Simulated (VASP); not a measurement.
Write the native input for VASP 6.6.1 that does the following.

| Item | Value |
| --- | --- |
| Task | single point |
| Functional | PBE |
| Potentials or basis | VASP PAW PBE potentials, release 64 (Cu) |
| Cutoff | 520 eV |
| k mesh | 20 × 20 × 20 |
| Occupations | gaussian, width 0.1 eV |
| Spin | no spin polarisation |
| Dipole correction | no |
| Further INCAR settings | ALGO = Fast; EDIFF = 1e-06; NBANDS = 12 |

The structure of Cu lies in POSCAR:

```
Cu
1.0
    0.0000000000      1.7391648076      1.7391648076
    1.7391648076      0.0000000000      1.7391648076
    1.7391648076      1.7391648076      0.0000000000
Cu
1
Direct
    0.0000000000      0.0000000000      0.0000000000
```

This cell differs from its parent crystal: volume scaled by 0.88.

One way to write it, as run:

INCAR

```
ALGO     = Fast           # electronic algorithm
EDIFF    = 1E-6           # SCF threshold, eV
ENCUT    = 520            # plane-wave cutoff, eV
GGA      = PE             # functional
ISIF     = 2              # what is computed and relaxed
ISMEAR   = 0              # smearing method
LASPH    = T              # aspherical terms in the spheres
LCHARG   = T              # write CHGCAR
LELF     = T              # ELF
LREAL    = F              # projectors in reciprocal space
LVHAR    = T            
LWAVE    = F              # write WAVECAR
NBANDS   = 12             # bands
NELM     = 60             # most SCF steps
PREC     = Accurate       # precision mode
SIGMA    = 0.1            # smearing width, eV
```

KPOINTS

```
k-points
0
Gamma
  20 20 20
```

Potentials or basis: VASP PAW PBE potentials, release 64 (Cu).

Launch:

```console
$ cat potpaw_PBE.64/Cu/POTCAR > POTCAR
$ mpirun -np 1 vasp_std > vasp.out
```

It gave:

```yaml
Pressure: 25.6 GPa
```

It took 38 s on 1 thread of Intel(R) Xeon(R) Platinum 8259CL CPU @ 2.50GHz (Skylake/Cascade Lake) (shared host), peak memory 0.14 GiB.
